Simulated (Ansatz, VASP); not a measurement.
Y in VASP and in Ansatz

INCAR

```
SYSTEM = Y
ALGO = Normal
EDIFF = 1E-7
ENCUT = 520
GGA = PE
ISIF = 2
ISMEAR = -1
LASPH = .TRUE.
LCHARG = .TRUE.
LELF = .TRUE.
LREAL = .FALSE.
LVHAR = .TRUE.
LWAVE = .FALSE.
NBANDS = 12
NELM = 60
PREC = Accurate
SIGMA = 0.05
```

File KPOINTS:

```
k-points
0
G
  9 9 9
  0 0 0
```

The input POSCAR:

```
Y
1.0
    0.0000000000      2.6020428087      2.6020428087
    2.6020428087      0.0000000000      2.6020428087
    2.6020428087      2.6020428087      0.0000000000
Y
1
Direct
    0.0000000000      0.0000000000      0.0000000000
```

File input.yaml:

```yaml
crystal:
  lattice:
    - [0.0, 2.6020428087, 2.6020428087]
    - [2.6020428087, 0.0, 2.6020428087]
    - [2.6020428087, 2.6020428087, 0.0]
  atoms:
    - { symbol: "Y", position: [0.0, 0.0, 0.0] }
kpoints:
  mp_grid: { grid: [9, 9, 9] }
scf:
  occupations: { method: fermi_dirac, width: 0.05 }
hamiltonian:
  xc: pbe
  pseudopotentials: { kind: all_electron, lapw: { basis_error: 0.0005 } }
output:
  forces: true
  stress: true
  eigenvalues: true
```

Change from the starting cell: volume scaled by 1.06.

Alike in both runs: task single point; functional PBE; k mesh 9 × 9 × 9; occupations fermi-dirac, width 0.05 eV; no spin polarisation.

|  | VASP | Ansatz |
| --- | --- | --- |
| version | VASP 6.6.1 | Ansatz 0.2.0 |
| potentials or method | VASP PAW PBE potentials, release 64 (Y_sv), cutoff 520 eV | all-electron LAPW, scalar-relativistic |

```tsv
	VASP	Ansatz	Ansatz less VASP
gap on the k mesh at the Fermi level (eV)	none	none	-
pressure (GPa)	-2.8	-2.8	+0.08
```

A gap of «none» marks a metal or a gap that the smearing closes. Ansatz ran all-electron here, and VASP with PAW potentials.
